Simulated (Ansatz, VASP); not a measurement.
## Zn: VASP beside Ansatz

File INCAR:

```
PREC     = Accurate       # precision mode
ENCUT    = 520            # plane-wave cutoff, eV
EDIFF    = 1E-6           # SCF threshold, eV
ISMEAR   = 0              # smearing method
SIGMA    = 0.1            # smearing width, eV
LREAL    = F              # projectors in reciprocal space
LASPH    = T              # aspherical terms in the spheres
NELM     = 80             # most SCF steps
ALGO     = Fast           # electronic algorithm
ISIF     = 2              # what is computed and relaxed
LWAVE    = F              # write WAVECAR
LCHARG   = T              # write CHGCAR
LELF     = T              # ELF
LVHAR    = T            
NBANDS   = 19             # bands
```

The input KPOINTS:

```
Automatic mesh
0
Gamma
  9 9 4
```

Contents of POSCAR:

```
Zn
1.0
    2.6143598000      0.0000000000      0.0000000000
   -1.3071799000      2.2641020000      0.0000000000
    0.0000000000      0.0000000000      4.8731610200
Zn
2
Direct
    0.3333333300      0.6666666700      0.2500000000
    0.6666666700      0.3333333300      0.7500000000
```

Input for Ansatz:

```yaml
crystal:
  lattice:
    - [2.6143598, 0.0, 0.0]
    - [-1.3071799, 2.264102, 0.0]
    - [0.0, 0.0, 4.87316102]
  atoms:
    - { symbol: Zn, position: [0.33333333, 0.66666667, 0.25] }
    - { symbol: Zn, position: [0.66666667, 0.33333333, 0.75] }
basis:
  ecutwfc: 420
kpoints:
  mp_grid: { grid: [9, 9, 4] }
hamiltonian:
  xc: lda
  pseudopotentials: { kind: paw, azcp: { folder: soft_1 } }
scf:
  occupations: { method: gaussian, width: 0.1 }
output:
  forces: true
  stress: true
  eigenvalues: true
```

Alike in both runs: task single point; functional LDA; k mesh 9 × 9 × 4; occupations gaussian, width 0.1 eV; no spin polarisation.

|  | VASP | Ansatz |
| --- | --- | --- |
| version | VASP 6.6.1 | Ansatz 0.2.0 |
| potentials or method | VASP PAW LDA potentials, release 64 (Zn), cutoff 520 eV | scalar-relativistic, plane waves, PAW |
| valence electrons in the cell | 24 | 24 |

Ansatz gave:

```
gap on the k mesh at the Fermi level (eV)                     : none
pressure (GPa)                                                : -5.6
traceless stress, the component that is largest in VASP (GPa) : 0.91
```

Q: What did VASP give for the same quantities?

A: gap on the k mesh at the Fermi level (eV): none; pressure (GPa): -4.8; traceless stress, the component that is largest in VASP (GPa): 0.55.

Ansatz warns that its potentials were made for another functional, while VASP's fit it. LDA's correlation is that of Perdew and Zunger in VASP and of Perdew and Wang (1992) in Ansatz. A gap of «none» marks a metal or a gap that the smearing closes.
